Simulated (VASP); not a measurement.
# Ta (P6_3/mmc) in VASP: notebook

Ta is run at these levels: PBE; tasks: single point.

All numbers are computed with VASP 6.6.1; they aren't measurements. Logs are shortened: lines on timing, memory, paths and dates and some standing lists are left out, and cuts for length are marked.

**1. The cell of the first run**

Symmetry: P6_3/mmc, No. 194, hexagonal system. Conventional cell: a = 2.904 Å, b = 2.904 Å, c = 5.131 Å, α = 90.00°, β = 90.00°, γ = 120.00°. Ta (site symmetry -6m2) has 12 Ta at 2.90 to 3.06 Å within 3.8 Å.

**2. Single point, PBE**

INCAR reads:

```
PREC     = Accurate       # precision mode
ENCUT    = 520            # plane-wave cutoff, eV
EDIFF    = 1E-7           # SCF threshold, eV
ISMEAR   = -1             # smearing method
SIGMA    = 0.03           # smearing width, eV
LREAL    = False          # projectors in reciprocal space
LASPH    = True           # aspherical terms in the spheres
NELM     = 60             # most SCF steps
ALGO     = Normal         # electronic algorithm
ISIF     = 2              # what is computed and relaxed
LWAVE    = False          # write WAVECAR
LCHARG   = False          # write CHGCAR
GGA      = PE             # functional
NBANDS   = 18             # bands
```

KPOINTS reads:

```
regular mesh
0
Gamma
  13 13 7
```

POSCAR reads:

```
Ta
1.0
    2.9039239680      0.0000000000      0.0000000000
   -1.4519619840      2.5148719270      0.0000000000
    0.0000000000      0.0000000000      5.1308977023
Ta
2
Direct
    0.3333333333      0.6666666667      0.2500000000
    0.6666666667      0.3333333333      0.7500000000
```

Potentials or basis: VASP PAW PBE potentials, release 64 (Ta_pv).

Launch:

```console
cat potpaw_PBE.64/Ta_pv/POTCAR > POTCAR
mpirun -np 1 vasp_std > vasp.out
```

OUTCAR:

```text
PREC = Accurate
   ENCUT = 520
   EDIFF = 1E-7
   ISMEAR = -1
   LREAL = False
   LASPH = True
   NELM = 60
   ISIF = 2
   GGA = PE

 ion  position               nearest neighbor table
   1  0.333  0.667  0.250-   2 3.06   2 3.06   2 3.06   2 3.06   2 3.06   2 3.06
   2  0.667  0.333  0.750-   1 3.06   1 3.06   1 3.06   1 3.06   1 3.06   1 3.06

  LATTYP: Found a hexagonal cell.
 ALAT       =     2.9039239680
 C/A-ratio  =     1.7668843120

  Lattice vectors:

 A1 = (   2.9039239680,   0.0000000000,   0.0000000000)
 A2 = (  -1.4519619840,   2.5148719270,   0.0000000000)
 A3 = (   0.0000000000,   0.0000000000,   5.1308977023)

Analysis of symmetry for initial positions (statically):
=====================================================================
 Subroutine PRICEL returns:
 Original cell was already a primitive cell.

 Routine SETGRP: Setting up the symmetry group for a
 hexagonal supercell.

 Subroutine GETGRP returns: Found 24 space group operations
 (whereof 12 operations were pure point group operations)
 out of a pool of 24 trial point group operations.

The static configuration has the point symmetry D_3d.
 The point group associated with its full space group is D_6h.

Analysis of symmetry for dynamics (positions and initial velocities):
=====================================================================
 Subroutine PRICEL returns:
 Original cell was already a primitive cell.

 Routine SETGRP: Setting up the symmetry group for a
 hexagonal supercell.

 Subroutine GETGRP returns: Found 24 space group operations
 (whereof 12 operations were pure point group operations)
 out of a pool of 24 trial point group operations.

The dynamic configuration has the point symmetry D_3d.
 The point group associated with its full space group is D_6h.

 Subroutine INISYM returns: Found 24 space group operations
 (whereof 12 operations are pure point group operations),
 and found     1 'primitive' translations

----------------------------------------------------------------------------------------

                                     Primitive cell

  volume of cell :      37.4709

  direct lattice vectors                    reciprocal lattice vectors
     2.903923968  0.000000000  0.000000000     0.344361633  0.198817282  0.000000000
    -1.451961984  2.514871927  0.000000000     0.000000000  0.397634563  0.000000000
     0.000000000  0.000000000  5.130897702     0.000000000  0.000000000  0.194897669

  length of vectors
     2.903923968  2.903923968  5.130897702     0.397634563  0.397634563  0.194897669

  position of ions in fractional coordinates (direct lattice)
     0.333333333  0.666666667  0.250000000
     0.666666667  0.333333333  0.750000000

  ion indices of the primitive-cell ions
   primitive index   ion index
                 1           1
                 2           2

----------------------------------------------------------------------------------------

 KPOINTS: regular mesh

Automatic generation of k-mesh.
 Grid dimensions read from file:
 generate k-points for:   13   13    7

 Generating k-lattice:

  Cartesian coordinates                     Fractional coordinates (reciprocal lattice)
     0.026489356  0.015293637  0.000000000     0.076923077  0.000000000  0.000000000
     0.000000000  0.030587274  0.000000000     0.000000000  0.076923077  0.000000000
     0.000000000  0.000000000  0.027842524     0.000000000  0.000000000  0.142857143

  Length of vectors
     0.030587274  0.030587274  0.027842524

  Shift w.r.t. Gamma in fractional coordinates (k-lattice)
     0.000000000  0.000000000  0.000000000

 Subroutine IBZKPT returns following result:
 ===========================================

 Found     84 irreducible k-points:

 Following reciprocal coordinates:
            Coordinates               Weight
  0.000000  0.000000  0.000000      1.000000
  0.076923  0.000000  0.000000      6.000000
  0.153846  0.000000  0.000000      6.000000
  0.230769  0.000000  0.000000      6.000000
  0.307692  0.000000  0.000000      6.000000
  0.384615 -0.000000  0.000000      6.000000
[... 16 lines left out ...]
  0.076923  0.000000  0.142857     12.000000
  0.153846  0.000000  0.142857     12.000000
 [... further k-points ...]
   k-points           NKPTS =     84   k-points in BZ     NKDIM =     84   number of bands    NBANDS=     18
   number of dos      NEDOS =    301   number of ions     NIONS =      2
   total plane-waves  NPLWV =  23040
   dimension x,y,z NGX =    24 NGY =   24 NGZ =   40
   dimension x,y,z NGXF=    48 NGYF=   48 NGZF=   80
   ions per type =               2
   NGX,Y,Z   is equivalent  to a cutoff of  13.74, 13.74, 12.96 a.u.
   NGXF,Y,Z  is equivalent  to a cutoff of  27.48, 27.48, 25.92 a.u.
 SYSTEM =  unknown system
   PREC   = accura    normal or accurate (medium, high low for compatibility)
   ISTART =      0    job   : 0-new  1-cont  2-samecut
   ICHARG =      2    charge: 1-file 2-atom 10-const
   ISPIN  =      1    spin polarized calculation?
   LNONCOLLINEAR =      F non collinear calculations
   LSORBIT =      F    spin-orbit coupling
   LASPH  =      T    aspherical Exc in radial PAW
   ENCUT  =  520.0 eV  38.22 Ry    6.18 a.u.   5.40  5.40  9.54*2*pi/ulx,y,z
   NELM   =     60;   NELMIN=  2; NELMDL= -5     # of ELM steps
   EDIFF  = 0.1E-06   stopping-criterion for ELM
   LREAL  =      F    real-space projection
   EDIFFG = 0.1E-05   stopping-criterion for IOM
   NSW    =      0    number of steps for IOM
   IBRION =     -1    ionic relax: 0-MD 1-quasi-New 2-CG
   NFREE  =      0    steps in history (QN), initial steepest desc. (CG)
   ISIF   =      2    stress and relaxation
   ISYM   =      2    0-nonsym 1-usesym 2-fastsym
   POTIM  = 0.5000    time-step for ionic-motion
   TEBEG  =    0.0;   TEEND  =   0.0 temperature during run
   PSTRESS=    0.0 pullay stress
   NELECT =      22.0000    total number of electrons
   NUPDOWN=      -1.0000    fix difference up-down
   EMIN   =  10.00;   EMAX   =-10.00  energy-range for DOS
   EFERMI =   0.00;   METHOD = LEGACY
   ISMEAR =    -1;   SIGMA  =   0.03  broadening in eV -4-tet -1-fermi 0-gaus
   EFERMI_NEDOS =   21; number of points for ismear=-14 and -15
   IALGO  =     38    algorithm
   IMIX   =      4    mixing-type and parameters
     AMIX     =   0.40;   BMIX     =  1.00
     AMIX_MAG =   1.60;   BMIX_MAG =  1.00
  volume/ion in A,a.u.               =      18.74       126.43
  Fermi-wavevector in a.u.,A,eV,Ry     =   1.370832  2.590497 25.567801  1.879180
  Thomas-Fermi vector in A             =   2.496583
   LORBIT       =      0    0 simple, 1 ext, 2 COOP (PROOUT), +10 PAW based schemes
   GGA     = PE    functional components
   LHFCALC =     F    Hartree Fock is set to
   AEXX    =    0.0000 exact exchange contribution
   IVDW    =     0    specifies the selected vdW correction
   LEPSILON=     F    determine dielectric tensor
   LRPA    =     F    only Hartree local field effects (RPA)
 non-spin polarized calculation
  energy-cutoff  :      520.00
  volume of cell :       37.47
 maximum number of plane-waves:      1039
 NGX is ok and might be reduce to    24
   NGX = 11   NGY = 11   NGZ = 19

 number of electron      22.0000003 magnetization

 Free energy of the ion-electron system (eV)
  ---------------------------------------------------
  ext. energy  EPLUGINS =         0.00000000
  ---------------------------------------------------
  free energy    TOTEN  =       -23.06956072 eV

  energy without entropy =      -23.06176416  energy(sigma->0) =      -23.06566244

 E-fermi :   5.5733     XC(G=0): -12.4062

 val. band max:        5.5715524338   @ k =   0.3077   0.1538   0.4286
 cond. band min:       5.5746133792   @ k =   0.1538   0.0769   0.0000
 fundamental gap:      0.0030609454
 Fermi energy:         5.5732505445

 k-point     1 :       0.0000    0.0000    0.0000
  band No.  band energies     occupation
      1     -28.9677      2.00000
      2     -28.1278      2.00000
      3     -28.0357      2.00000
      4     -28.0357      2.00000
      5     -27.9488      2.00000
      6     -27.9488      2.00000
[... 10 lines left out ...]
     17      10.7329      0.00000
     18      10.7329      0.00000

 k-point     2 :       0.0769    0.0000    0.0000
  band No.  band energies     occupation
      1     -28.9487      2.00000
      2     -28.1304      2.00000
      3     -28.0958      2.00000
      4     -28.0522      2.00000
      5     -28.0104      2.00000
      6     -27.9597      2.00000
[... 10 lines left out ...]
     17      10.8301      0.00000
     18      11.2223      0.00000

 k-point     3 :       0.1538    0.0000    0.0000
  band No.  band energies     occupation
      1     -28.8943      2.00000
      2     -28.2611      2.00000
      3     -28.1770      2.00000
      4     -28.1393      2.00000
      5     -28.0968      2.00000
      6     -27.9906      2.00000
[... 10 lines left out ...]
     17      11.0098      0.00000
     18      12.2799      0.00000

 k-point     4 :       0.2308    0.0000    0.0000
  band No.  band energies     occupation
      1     -28.8120      2.00000
      2     -28.4908      2.00000
      3     -28.4022      2.00000
      4     -28.1580      2.00000
      5     -28.1571      2.00000
      6     -28.0351      2.00000
[... 375 lines left out ...]
      4     -28.0314      2.00000
      5     -27.9531      2.00000
      6     -27.9531      2.00000
[... 10 lines left out ...]
     17      10.7116      0.00000
     18      10.7116      0.00000

 k-point    23 :       0.0769    0.0000    0.1429
  band No.  band energies     occupation
      1     -28.9110      2.00000
      2     -28.1772      2.00000
      3     -28.0908      2.00000
      4     -28.0476      2.00000
      5     -28.0109      2.00000
      6     -27.9643      2.00000
[... 10 lines left out ...]
     17      10.7876      0.00000
     18      11.0710      0.00000

 k-point    24 :       0.1538    0.0000    0.1429
  band No.  band energies     occupation
      1     -28.8619      2.00000
      2     -28.2565      2.00000
      3     -28.2231      2.00000
      4     -28.1336      2.00000
      5     -28.0916      2.00000
      6     -27.9959      2.00000
[... 10 lines left out ...]
     17      10.9201      0.00000
     18      11.8267      0.00000

 [... further k-points ...]
[... 5 lines left out ...]
  --------------------------------------------------------------------------------------
  -------------------------------------------------------------------------------------
  Total        0.0125022      0.0125022      0.0162729      0.0000000      0.0000000      0.0000000
  in kB        0.5345667      0.5345667      0.6957956      0.0000000      0.0000000      0.0000000
  external PRESSURE =       0.5883097 kB  Pullay stress =       0.0000000 kB

 VOLUME and BASIS-vectors are now :
 -----------------------------------------------------------------------------
  energy-cutoff  :      520.00
  volume of cell :       37.47
      direct lattice vectors                 reciprocal lattice vectors
     2.903923968  0.000000000  0.000000000     0.344361633  0.198817282  0.000000000
    -1.451961984  2.514871927  0.000000000     0.000000000  0.397634563  0.000000000
     0.000000000  0.000000000  5.130897702     0.000000000  0.000000000  0.194897669

 POSITION                                       TOTAL-FORCE (eV/Angst)
 -----------------------------------------------------------------------------------
     -0.00000      1.67658      1.28272         0.000000      0.000000      0.000000
      1.45196      0.83829      3.84817         0.000000      0.000000      0.000000
 -----------------------------------------------------------------------------------
    total drift:                                0.000000     -0.000000      0.000000

  FREE ENERGIE OF THE ION-ELECTRON SYSTEM (eV)
  ---------------------------------------------------
  free  energy   TOTEN  =       -23.0695607214 eV

  energy  without entropy=      -23.0617641639  energy(sigma->0) =      -23.06566244
```

It took 47 s on 1 thread of Intel Xeon Platinum 8259CL at 2.50GHz (Skylake/Cascade Lake), shared host; peak memory 0.19 GiB.

What came out:

| Quantity | Value |
| --- | --- |
| Free energy | -23.0696 eV |
| Pressure | 0.1 GPa |
| Band gap on the k mesh | zero (band 11 reaches 6.66 eV, above the bottom of band 12 at 5.03 eV) |

Levels at points of the mesh, in eV from the Fermi level:
| k point | band 7 | band 8 | band 9 | band 10 | band 11 | band 12 | band 13 | band 14 | band 15 | band 16 |
| --- | --- | --- | --- | --- | --- | --- | --- | --- | --- | --- |
| (0.00, 0.00, 0.00) | -8.16 | -4.86 | -0.46 | -0.03 | 0.62 | 0.62 | 1.20 | 1.20 | 2.94 | 2.94 |

Caveat: spin-orbit coupling is left out, which moves the levels of the heavy elements.

**3. Single point, PBE**

INCAR reads:

```
PREC = Accurate
ENCUT = 520
EDIFF = 1E-6
ISMEAR = 1
SIGMA = 0.15
LREAL = F
LASPH = T
NELM = 80
ALGO = Normal
ISIF = 2
LWAVE = F
LCHARG = F
GGA = PE
NBANDS = 18
```

KPOINTS is that of step 2.

POSCAR is that of step 2.

Potentials or basis: VASP PAW PBE potentials, release 64 (Ta_pv).

Launch:

```console
cat potpaw_PBE.64/Ta_pv/POTCAR > POTCAR
mpirun -np 1 vasp_std > vasp.out
```

OUTCAR:

```text
PREC = Accurate
   ENCUT = 520
   EDIFF = 1E-6
   ISMEAR = 1
   LREAL = F
   LASPH = T
   NELM = 80
   ISIF = 2
   GGA = PE

 ion  position               nearest neighbor table
   1  0.333  0.667  0.250-   2 3.06   2 3.06   2 3.06   2 3.06   2 3.06   2 3.06
   2  0.667  0.333  0.750-   1 3.06   1 3.06   1 3.06   1 3.06   1 3.06   1 3.06

  LATTYP: Found a hexagonal cell.
 ALAT       =     2.9039239680
 C/A-ratio  =     1.7668843120

  Lattice vectors:

 A1 = (   2.9039239680,   0.0000000000,   0.0000000000)
 A2 = (  -1.4519619840,   2.5148719270,   0.0000000000)
 A3 = (   0.0000000000,   0.0000000000,   5.1308977023)

Analysis of symmetry for initial positions (statically):
=====================================================================
 Subroutine PRICEL returns:
 Original cell was already a primitive cell.

 Routine SETGRP: Setting up the symmetry group for a
 hexagonal supercell.

 Subroutine GETGRP returns: Found 24 space group operations
 (whereof 12 operations were pure point group operations)
 out of a pool of 24 trial point group operations.

[... 156 lines left out ...]

 Free energy of the ion-electron system (eV)
  ---------------------------------------------------
  ext. energy  EPLUGINS =         0.00000000
  ---------------------------------------------------
  free energy    TOTEN  =       -23.06579468 eV

  energy without entropy =      -23.06578369  energy(sigma->0) =      -23.06579101

 E-fermi :   5.5760     XC(G=0): -12.4063

 val. band max:        5.5739698896   @ k =   0.1538   0.0769   0.0000
 cond. band min:       5.6089359345   @ k =   0.3077   0.0769   0.0000
 fundamental gap:      0.0349660449
 Fermi energy:         5.5759931890

 k-point     1 :       0.0000    0.0000    0.0000
  band No.  band energies     occupation
      1     -28.9671      2.00000
      2     -28.1273      2.00000
      3     -28.0361      2.00000
      4     -28.0361      2.00000
      5     -27.9492      2.00000
      6     -27.9492      2.00000
[... 481 lines left out ...]
      5     -28.0921      2.00000
      6     -27.9964      2.00000
[... 10 lines left out ...]
     17      10.9202      0.00000
     18      11.8269      0.00000

 [... further k-points ...]
[... 5 lines left out ...]
  --------------------------------------------------------------------------------------
  -------------------------------------------------------------------------------------
  Total        0.0001117      0.0001117      0.0006790      0.0000000      0.0000000      0.0000000
  in kB        0.0047767      0.0047767      0.0290343      0.0000000      0.0000000      0.0000000
  external PRESSURE =       0.0128625 kB  Pullay stress =       0.0000000 kB

 VOLUME and BASIS-vectors are now :
 -----------------------------------------------------------------------------
  energy-cutoff  :      520.00
  volume of cell :       37.47
      direct lattice vectors                 reciprocal lattice vectors
     2.903923968  0.000000000  0.000000000     0.344361633  0.198817282  0.000000000
    -1.451961984  2.514871927  0.000000000     0.000000000  0.397634563  0.000000000
     0.000000000  0.000000000  5.130897702     0.000000000  0.000000000  0.194897669

 POSITION                                       TOTAL-FORCE (eV/Angst)
 -----------------------------------------------------------------------------------
     -0.00000      1.67658      1.28272        -0.000000     -0.000000      0.000000
      1.45196      0.83829      3.84817         0.000000      0.000000      0.000000
 -----------------------------------------------------------------------------------
    total drift:                                0.000000     -0.000000      0.000000

  FREE ENERGIE OF THE ION-ELECTRON SYSTEM (eV)
  ---------------------------------------------------
  free  energy   TOTEN  =       -23.0657946787 eV

  energy  without entropy=      -23.0657836863  energy(sigma->0) =      -23.06579101
```

OSZICAR:

```text
N       E                     dE             d eps       ncg     rms          rms(c)
DAV:   1     0.169339786114E+03    0.16934E+03   -0.12880E+04  3024   0.126E+03
DAV:   2    -0.196554150524E+02   -0.18900E+03   -0.18599E+03  3690   0.355E+02
DAV:   3    -0.239630862464E+02   -0.43077E+01   -0.42449E+01  3702   0.503E+01
DAV:   4    -0.239944493224E+02   -0.31363E-01   -0.31315E-01  3428   0.450E+00
DAV:   5    -0.239946606912E+02   -0.21137E-03   -0.21136E-03  3392   0.368E-01    0.177E+01
DAV:   6    -0.232899395259E+02    0.70472E+00   -0.76355E-01  3396   0.766E+00    0.856E+00
DAV:   7    -0.230684363457E+02    0.22150E+00   -0.66943E-01  3452   0.679E+00    0.507E-01
DAV:   8    -0.230658111581E+02    0.26252E-02   -0.98265E-03  3330   0.861E-01    0.144E-01
DAV:   9    -0.230658074796E+02    0.36784E-05   -0.27967E-04  3576   0.140E-01    0.527E-02
DAV:  10    -0.230657954844E+02    0.11995E-04   -0.27309E-05  3700   0.387E-02    0.466E-03
DAV:  11    -0.230657946787E+02    0.80573E-06   -0.24246E-06  2710   0.111E-02
   1 F= -.23065795E+02 E0= -.23065791E+02  d E =-.109923E-04
```

stdout:

```text
POSCAR found type information on POSCAR Ta
 POSCAR found :  1 types and       2 ions
 scaLAPACK will be used
 LDA part: xc-table for (Slater+PW92), standard interpolation
 POSCAR, INCAR and KPOINTS ok, starting setup
 FFT: planning ... GRIDC
 FFT: planning ... GRID_SOFT
 FFT: planning ... GRID
 WAVECAR not read
 entering main loop
```

It took 42 s on 1 thread of Intel Xeon Platinum 8259CL at 2.50GHz (Skylake/Cascade Lake), shared host; peak memory 0.19 GiB.

What came out:

```yaml
Free_energy: -23.0658 eV
Pressure: 0.0 GPa
Band_gap_on_the_k_mesh: zero (band 11 reaches 6.66 eV, above the bottom of band 12 at 5.03 eV)
```

Caveat: spin-orbit coupling is left out, which moves the levels of the heavy elements.

(Continued in part 2 of 2.)
